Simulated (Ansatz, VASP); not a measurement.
# ZnO: VASP beside Ansatz

```
CELL_PARAMETERS angstrom
1.43834 -3.36405 0.00000
1.43834 3.36405 0.00000
0.00000 0.00000 2.83267
ATOMIC_POSITIONS crystal
Zn 0.00000 0.00000 0.00000
O 0.50000 0.50000 0.50000
```

Change from the starting cell: species swapped into the VPt type (Pmma, No. 51).

Alike in both runs: task single point; functional PBE; k mesh 6 × 6 × 6; occupations gaussian, width 0.1 eV; collinear spin.

```csv
,VASP,Ansatz
version,VASP 6.6.1,Ansatz 0.2.0
potentials or method,"VASP PAW PBE potentials, release 64 (Zn, O), cutoff 520 eV","scalar-relativistic, plane waves, PAW"
valence electrons in the cell,18,18
```

VASP gave:

* gap on the k mesh at the Fermi level (eV): none
* pressure (GPa): 0.9
* traceless stress, the component that is largest in VASP (GPa): -0.74
* net moment per atom (μB): 0.00

Estimate Ansatz's values.

gap on the k mesh at the Fermi level (eV): none; pressure (GPa): 0.1; traceless stress, the component that is largest in VASP (GPa): 0.22; net moment per atom (μB): 0.00.

A gap of «none» marks a metal or a gap that the smearing closes. With one functional, cell and mesh, what is left measures potentials, basis and numerics. Ansatz's warnings: seeded moment not kept.

The k mesh is coarse, so the values compare programs but aren't converged.
